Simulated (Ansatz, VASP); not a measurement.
# PbS in VASP and in Ansatz

File INCAR:

```
PREC = Accurate ; ENCUT = 520
EDIFF = 1E-6 ; ISMEAR = -1
SIGMA = 0.05 ; LREAL = F
LASPH = T ; NELM = 150
ALGO = Normal ; ISIF = 2
LWAVE = F ; LCHARG = F
MAGMOM = 0 0 0 0 0 0 ; LORBIT = 11
LSORBIT = T ; GGA_COMPAT = F
LORBMOM = T ; GGA = CA
NBANDS = 32
```

KPOINTS

```
regular mesh
0
Gamma
  6 6 6
```

Contents of POSCAR:

```
PbS
1.0
    0.0000000000      2.9657500000      2.9657500000
    2.9657500000      0.0000000000      2.9657500000
    2.9657500000      2.9657500000      0.0000000000
Pb S
1 1
Direct
    0.0000000000      0.0000000000      0.0000000000
    0.5000000000      0.5000000000      0.5000000000
```

Contents of input.yaml:

```yaml
crystal:
  lattice:
    - [0.0, 2.96575, 2.96575]
    - [2.96575, 0.0, 2.96575]
    - [2.96575, 2.96575, 0.0]
  atoms:
    - { symbol: Pb, position: [0.0, 0.0, 0.0] }
    - { symbol: S, position: [0.5, 0.5, 0.5] }
kpoints:
  mp_grid: { grid: [6, 6, 6] }
  band_path:
    path:
      - [0.0, 0.0, 0.0]
      - [0.5, 0.0, 0.5]
      - [0.5, 0.25, 0.75]
      - [0.375, 0.375, 0.75]
      - [0.0, 0.0, 0.0]
      - [0.5, 0.5, 0.5]
      - [0.625, 0.25, 0.625]
      - [0.5, 0.25, 0.75]
    npoints: 8
scf:
  occupations: { method: fermi_dirac, width: 0.05 }
hamiltonian:
  xc: lda
  pseudopotentials: { kind: all_electron, lapw: { basis_error: 0.001 } }
magnetization:
  noncollinear: true
  spin_orbit: true
output:
  forces: true
  stress: true
  eigenvalues: true
```

Alike in both runs: functional LDA; k mesh 6 × 6 × 6; occupations fermi-dirac, width 0.05 eV; non-collinear spin, spin-orbit coupling.

|  | VASP | Ansatz |
| --- | --- | --- |
| version | VASP 6.6.1 | Ansatz 0.2.0 |
| potentials or method | VASP PAW LDA potentials, release 64 (Pb_d, S), cutoff 520 eV | all-electron LAPW, relativistic spinors |
| task | single point | band structure |

Ansatz gave:

```
pressure (GPa)           : -3.3
net moment per atom (μB) : 0.00
```

Task: What did VASP give for the same quantities?

Result: Pressure (GPa): -3.1; net moment per atom (μB): 0.00.

LDA's correlation is that of Perdew and Zunger in VASP and of Perdew and Wang (1992) in Ansatz. Ansatz ran all-electron here, and VASP with PAW potentials.
